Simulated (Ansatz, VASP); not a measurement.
One calculation of Ir, two programs

INCAR

```
SYSTEM = Ir
  ALGO = Normal
  EDIFF = 1E-6
  ENCUT = 520
  GGA = RP
  ISIF = 2
  ISMEAR = -1
  ISPIN = 2
  LASPH = .TRUE.
  LCHARG = .FALSE.
  LMAXMIX = 4
  LORBIT = 11
  LREAL = .FALSE.
  LWAVE = .FALSE.
  MAGMOM = 1
  NBANDS = 14
  NELM = 150
  PREC = Accurate
  SIGMA = 0.05
```

KPOINTS

```
k-points
0
G
  23 23 23
  0 0 0
```

Contents of POSCAR:

```
Ir
1.0
    0.0000000000      1.9436311915      1.9436311915
    1.9436311915      0.0000000000      1.9436311915
    1.9436311915      1.9436311915      0.0000000000
Ir
1
Direct
    0.0000000000      0.0000000000      0.0000000000
```

Input for Ansatz:

```yaml
crystal:
  lattice:
    - [0.0, 1.9436311915, 1.9436311915]
    - [1.9436311915, 0.0, 1.9436311915]
    - [1.9436311915, 1.9436311915, 0.0]
  atoms:
    - { symbol: Ir, position: [0.0, 0.0, 0.0], spin: 1.0 }
hamiltonian:
  xc: rpbe
  pseudopotentials:
    kind: paw
    azcp:
      Ir: "pseudopotentials/Ir.paw.azcp"
basis:
  ecutwfc: 420
  fft_grid_basis: typed
kpoints:
  mp_grid: { grid: [23, 23, 23], shift: [0, 0, 0] }
magnetization:
  spin_polarized: true
scf:
  occupations: { method: fermi_dirac, width: 0.05 }
```

Alike in both runs: task single point; functional RPBE; k mesh 23 × 23 × 23; occupations fermi-dirac, width 0.05 eV; collinear spin.

|  | VASP | Ansatz |
| --- | --- | --- |
| version | VASP 6.6.1 | Ansatz 0.2.0 |
| potentials or method | VASP PAW PBE potentials, release 64 (Ir), cutoff 520 eV | plane waves (420 eV) with PAW, scalar-relativistic |
| valence electrons in the cell | 9 | 17 |

|  | VASP | Ansatz | Ansatz less VASP |
| --- | --- | --- | --- |
| net moment per atom (μB) | 0.00 | 0.00 | 0.000 |

VASP's potentials were made for PBE, not for RPBE. VASP's potentials hold 9 valence electrons a cell and Ansatz's 17, so a difference there can come from the potentials and not from the codes. Ansatz's warnings: seeded moment not kept.

Spin-orbit coupling is off throughout.
